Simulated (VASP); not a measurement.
# Sc (Im-3m) in VASP: further runs

The runs below take Sc through single point, relaxation of cell and atoms, with PBEsol.

Everything below comes from runs of VASP 6.6.1. Logs are shortened: lines on timing, memory, paths and dates and some standing lists are left out, and cuts for length are marked.

## Step 1: The cell of the first run

The structure is cubic, space group Im-3m (No. 229). Conventional cell: a = 3.626 Å, b = 3.626 Å, c = 3.626 Å, α = 90.00°, β = 90.00°, γ = 90.00°. Within 4.1 Å of Sc (site symmetry m-3m) lie 14 Sc at 3.14 to 3.63 Å.

This isn't the form of Sc at room conditions, which is hcp.

## Step 2: Single point, PBEsol

The input, INCAR:

```
SYSTEM = Sc
  PREC = Accurate
  ENCUT = 500
  EDIFF = 1E-6
  ISMEAR = -1
  SIGMA = 0.05
  LREAL = .False.
  LASPH = .True.
  NELM = 120
  ALGO = Normal
  ISIF = 2
  LWAVE = .False.
  LCHARG = .False.
  GGA = PS
  NBANDS = 12
  GGA_COMPAT = .False.
```

The input, KPOINTS:

```
Automatic mesh
0
Gamma
  7 7 7
  0 0 0
```

The input, POSCAR:

```
Sc
1.0
   -1.8131640933      1.8131640933      1.8131640933
    1.8131640933     -1.8131640933      1.8131640933
    1.8131640933      1.8131640933     -1.8131640933
Sc
1
Direct
    0.0000000000      0.0000000000      0.0000000000
```

Potentials or basis: VASP PAW PBE potentials, release 64 (Sc_sv).

Started as:

```console
$ cat potpaw_PBE.64/Sc_sv/POTCAR > POTCAR
$ mpirun -np 1 vasp_std > vasp.out
```

OUTCAR:

```text
SYSTEM = Sc
   PREC = Accurate
   ENCUT = 500
   EDIFF = 1E-6
   ISMEAR = -1
   LREAL = .False.
   LASPH = .True.
   NELM = 120
   ISIF = 2
   GGA = PS

 ion  position               nearest neighbor table
   1  0.000  0.000  0.000-

  LATTYP: Found a body centered cubic cell.
 ALAT       =     3.6263281866

  Lattice vectors:

 A1 = (  -1.8131640933,   1.8131640933,   1.8131640933)
 A2 = (   1.8131640933,  -1.8131640933,   1.8131640933)
 A3 = (   1.8131640933,   1.8131640933,  -1.8131640933)

Analysis of symmetry for initial positions (statically):
=====================================================================
 Subroutine PRICEL returns:
 Original cell was already a primitive cell.

 Routine SETGRP: Setting up the symmetry group for a
 body centered cubic supercell.

 Subroutine GETGRP returns: Found 48 space group operations
 (whereof 48 operations were pure point group operations)
 out of a pool of 48 trial point group operations.

The static configuration has the point symmetry O_h .

Analysis of symmetry for dynamics (positions and initial velocities):
=====================================================================
 Subroutine PRICEL returns:
 Original cell was already a primitive cell.

 Routine SETGRP: Setting up the symmetry group for a
 body centered cubic supercell.

 Subroutine GETGRP returns: Found 48 space group operations
 (whereof 48 operations were pure point group operations)
 out of a pool of 48 trial point group operations.

The dynamic configuration has the point symmetry O_h .

 Subroutine INISYM returns: Found 48 space group operations
 (whereof 48 operations are pure point group operations),
 and found     1 'primitive' translations

----------------------------------------------------------------------------------------

                                     Primitive cell

  volume of cell :      23.8436

  direct lattice vectors                    reciprocal lattice vectors
    -1.813164093  1.813164093  1.813164093     0.000000000  0.275761031  0.275761031
     1.813164093 -1.813164093  1.813164093     0.275761031  0.000000000  0.275761031
     1.813164093  1.813164093 -1.813164093     0.275761031  0.275761031  0.000000000

  length of vectors
     3.140492332  3.140492332  3.140492332     0.389984990  0.389984990  0.389984990

  position of ions in fractional coordinates (direct lattice)
     0.000000000  0.000000000  0.000000000

  ion indices of the primitive-cell ions
   primitive index   ion index
                 1           1

----------------------------------------------------------------------------------------

 KPOINTS: Automatic mesh

Automatic generation of k-mesh.
 Grid dimensions read from file:
 generate k-points for:    7    7    7

 Generating k-lattice:

  Cartesian coordinates                     Fractional coordinates (reciprocal lattice)
     0.000000000  0.039394433  0.039394433     0.142857143  0.000000000  0.000000000
     0.039394433  0.000000000  0.039394433     0.000000000  0.142857143  0.000000000
     0.039394433  0.039394433  0.000000000     0.000000000  0.000000000  0.142857143

  Length of vectors
     0.055712141  0.055712141  0.055712141

  Shift w.r.t. Gamma in fractional coordinates (k-lattice)
     0.000000000  0.000000000  0.000000000

 Subroutine IBZKPT returns following result:
 ===========================================

 Found     20 irreducible k-points:

 Following reciprocal coordinates:
            Coordinates               Weight
  0.000000  0.000000  0.000000      1.000000
  0.142857  0.000000  0.000000     12.000000
  0.285714  0.000000  0.000000     12.000000
  0.428571  0.000000  0.000000     12.000000
  0.142857  0.142857  0.000000     24.000000
  0.285714  0.142857  0.000000     48.000000
[... 12 lines left out ...]
 -0.428571 -0.428571  0.285714      8.000000
 -0.428571  0.428571  0.428571      6.000000
   k-points           NKPTS =     20   k-points in BZ     NKDIM =     20   number of bands    NBANDS=     12
   number of dos      NEDOS =    301   number of ions     NIONS =      1
   total plane-waves  NPLWV =  13824
   dimension x,y,z NGX =    24 NGY =   24 NGZ =   24
   dimension x,y,z NGXF=    48 NGYF=   48 NGZF=   48
   ions per type =               1
   NGX,Y,Z   is equivalent  to a cutoff of  12.70, 12.70, 12.70 a.u.
   NGXF,Y,Z  is equivalent  to a cutoff of  25.41, 25.41, 25.41 a.u.
 SYSTEM =  Sc
   PREC   = accura    normal or accurate (medium, high low for compatibility)
   ISTART =      0    job   : 0-new  1-cont  2-samecut
   ICHARG =      2    charge: 1-file 2-atom 10-const
   ISPIN  =      1    spin polarized calculation?
   LNONCOLLINEAR =      F non collinear calculations
   LSORBIT =      F    spin-orbit coupling
   LASPH  =      T    aspherical Exc in radial PAW
   ENCUT  =  500.0 eV  36.75 Ry    6.06 a.u.   5.73  5.73  5.73*2*pi/ulx,y,z
   NELM   =    120;   NELMIN=  2; NELMDL= -5     # of ELM steps
   EDIFF  = 0.1E-05   stopping-criterion for ELM
   LREAL  =      F    real-space projection
   EDIFFG = 0.1E-04   stopping-criterion for IOM
   NSW    =      0    number of steps for IOM
   IBRION =     -1    ionic relax: 0-MD 1-quasi-New 2-CG
   NFREE  =      0    steps in history (QN), initial steepest desc. (CG)
   ISIF   =      2    stress and relaxation
   ISYM   =      2    0-nonsym 1-usesym 2-fastsym
   POTIM  = 0.5000    time-step for ionic-motion
   TEBEG  =    0.0;   TEEND  =   0.0 temperature during run
   PSTRESS=    0.0 pullay stress
   NELECT =      11.0000    total number of electrons
   NUPDOWN=      -1.0000    fix difference up-down
   EMIN   =  10.00;   EMAX   =-10.00  energy-range for DOS
   EFERMI =   0.00;   METHOD = LEGACY
   ISMEAR =    -1;   SIGMA  =   0.05  broadening in eV -4-tet -1-fermi 0-gaus
   EFERMI_NEDOS =   21; number of points for ismear=-14 and -15
   IALGO  =     38    algorithm
   IMIX   =      4    mixing-type and parameters
     AMIX     =   0.40;   BMIX     =  1.00
     AMIX_MAG =   1.60;   BMIX_MAG =  1.00
  volume/ion in A,a.u.               =      23.84       160.90
  Fermi-wavevector in a.u.,A,eV,Ry     =   1.264975  2.390456 21.771523  1.600162
  Thomas-Fermi vector in A             =   2.398252
   LORBIT       =      0    0 simple, 1 ext, 2 COOP (PROOUT), +10 PAW based schemes
   GGA     = PS    functional components
   LHFCALC =     F    Hartree Fock is set to
   AEXX    =    0.0000 exact exchange contribution
   IVDW    =     0    specifies the selected vdW correction
   LEPSILON=     F    determine dielectric tensor
   LRPA    =     F    only Hartree local field effects (RPA)
 non-spin polarized calculation
  energy-cutoff  :      500.00
  volume of cell :       23.84
 maximum number of plane-waves:       616
   NGX = 11   NGY = 11   NGZ = 11

 number of electron      11.0000004 magnetization

 Free energy of the ion-electron system (eV)
  ---------------------------------------------------
  ext. energy  EPLUGINS =         0.00000000
  ---------------------------------------------------
  free energy    TOTEN  =        -6.50326855 eV

  energy without entropy =       -6.48180323  energy(sigma->0) =       -6.49253589

 E-fermi :   3.9004     XC(G=0): -10.1297

 val. band max:        3.8574071457   @ k =   0.2857   0.1429   0.1429
 cond. band min:       3.9125768049   @ k =  -0.4286   0.4286   0.1429
 fundamental gap:      0.0551696592
 Fermi energy:         3.9003791709

 k-point     1 :       0.0000    0.0000    0.0000
  band No.  band energies     occupation
      1     -45.3958      2.00000
      2     -23.8697      2.00000
      3     -23.8697      2.00000
      4     -23.8697      2.00000
      5      -1.4247      2.00000
      6       5.3716      0.00000
      7       5.3716      0.00000
      8       5.3716      0.00000
      9       6.8699      0.00000
     10       6.8699      0.00000
     11      18.2193      0.00000
     12      18.2193      0.00000

 k-point     2 :       0.1429    0.0000    0.0000
  band No.  band energies     occupation
      1     -45.3818      2.00000
      2     -23.9569      2.00000
      3     -23.8970      2.00000
      4     -23.8701      2.00000
      5      -0.8732      2.00000
      6       5.1070      0.00000
      7       5.2147      0.00000
      8       5.7867      0.00000
      9       6.6347      0.00000
     10       6.8905      0.00000
     11      17.2857      0.00000
     12      17.9455      0.00000

 k-point     3 :       0.2857    0.0000    0.0000
  band No.  band energies     occupation
      1     -45.3502      2.00000
      2     -24.1478      2.00000
      3     -23.9578      2.00000
      4     -23.8710      2.00000
      5       0.5460      2.00000
      6       4.5706      0.00000
      7       4.5751      0.00000
      8       6.6705      0.00000
      9       6.8767      0.00000
     10       6.9983      0.00000
     11      14.3315      0.00000
     12      16.2793      0.00000

 k-point     4 :       0.4286    0.0000    0.0000
  band No.  band energies     occupation
      1     -45.3247      2.00000
      2     -24.2964      2.00000
      3     -24.0060      2.00000
      4     -23.8718      2.00000
      5       1.8667      2.00000
      6       4.1971      0.00528
      7       4.3379      0.00032
      8       6.8342      0.00000
      9       7.1588      0.00000
     10       8.0240      0.00000
     11      11.6013      0.00000
     12      14.9068      0.00000

 k-point     5 :       0.1429    0.1429    0.0000
  band No.  band energies     occupation
      1     -45.3590      2.00000
      2     -24.0870      2.00000
      3     -23.9305      2.00000
      4     -23.8901      2.00000
      5       0.1304      2.00000
      6       4.6988      0.00000
      7       4.7665      0.00000
      8       6.4522      0.00000
      9       6.6008      0.00000
     10       7.0596      0.00000
     11      15.9546      0.00000
     12      16.1485      0.00000
[... 168 lines left out ...]
      1     -45.3125      2.00000
      2     -24.1367      2.00000
      3     -24.0553      2.00000
      4     -24.0553      2.00000
      5       1.9842      2.00000
      6       3.9964      0.25552
      7       5.7298      0.00000
      8       5.7298      0.00000
      9       6.8398      0.00000
     10       7.4662      0.00000
     11      14.9625      0.00000
     12      14.9625      0.00000

 k-point    18 :      -0.4286    0.4286    0.2857
  band No.  band energies     occupation
      1     -45.2914      2.00000
      2     -24.2192      2.00000
      3     -24.1086      2.00000
      4     -24.0652      2.00000
      5       2.7914      2.00000
      6       3.2678      1.99999
      7       5.8436      0.00000
      8       6.0660      0.00000
      9       7.8005      0.00000
     10       8.5049      0.00000
     11      11.7907      0.00000
     12      13.2152      0.00000

 k-point    19 :      -0.4286   -0.4286    0.2857
  band No.  band energies     occupation
      1     -45.2818      2.00000
      2     -24.1894      2.00000
      3     -24.1894      2.00000
      4     -24.0771      2.00000
      5       2.9526      2.00000
      6       2.9526      2.00000
      7       5.7368      0.00000
      8       7.3744      0.00000
      9       7.3744      0.00000
     10      10.6179      0.00000
     11      10.6179      0.00000
     12      11.0254      0.00000

 k-point    20 :      -0.4286    0.4286    0.4286
  band No.  band energies     occupation
      1     -45.2729      2.00000
      2     -24.1806      2.00000
      3     -24.1646      2.00000
      4     -24.1646      2.00000
      5       2.6745      2.00000
      6       2.7621      2.00000
      7       7.2865      0.00000
      8       7.2865      0.00000
      9       7.7747      0.00000
     10       9.3715      0.00000
     11      11.1832      0.00000
     12      11.1832      0.00000

------------------------ aborting loop because EDIFF is reached ----------------------------------------

  FORCE on cell =-STRESS in cart. coord.  units (eV):
  Direction    XX          YY          ZZ          XY          YZ          ZX
  --------------------------------------------------------------------------------------
  -------------------------------------------------------------------------------------
  Total        0.0001330      0.0001330      0.0001330      0.0000000      0.0000000      0.0000000
  in kB        0.0089380      0.0089380      0.0089380      0.0000000      0.0000000      0.0000000
  external PRESSURE =       0.0089380 kB  Pullay stress =       0.0000000 kB

 VOLUME and BASIS-vectors are now :
 -----------------------------------------------------------------------------
  energy-cutoff  :      500.00
  volume of cell :       23.84
      direct lattice vectors                 reciprocal lattice vectors
    -1.813164093  1.813164093  1.813164093     0.000000000  0.275761031  0.275761031
     1.813164093 -1.813164093  1.813164093     0.275761031  0.000000000  0.275761031
     1.813164093  1.813164093 -1.813164093     0.275761031  0.275761031  0.000000000

 POSITION                                       TOTAL-FORCE (eV/Angst)
 -----------------------------------------------------------------------------------
      0.00000      0.00000      0.00000        -0.000000      0.000000     -0.000000
 -----------------------------------------------------------------------------------
    total drift:                                0.000000      0.000000     -0.000000

  FREE ENERGIE OF THE ION-ELECTRON SYSTEM (eV)
  ---------------------------------------------------
  free  energy   TOTEN  =        -6.5032685541 eV

  energy  without entropy=       -6.4818032299  energy(sigma->0) =       -6.49253589
```

Wall time 2.7 s (1 thread of Intel Xeon 6975P-C (Granite Rapids), shared host); peak memory 0.13 GiB.

Results:

| Property | Result |
| --- | --- |
| Free energy | -6.5033 eV |
| Pressure | 0.0 GPa |
| Band gap on the k mesh | zero (an odd number of electrons rules out a gap without spin polarisation) |

Caveat: the PAW data sets were made with another functional, which shifts forces and pressure a little.

[end of part 1 of 2]
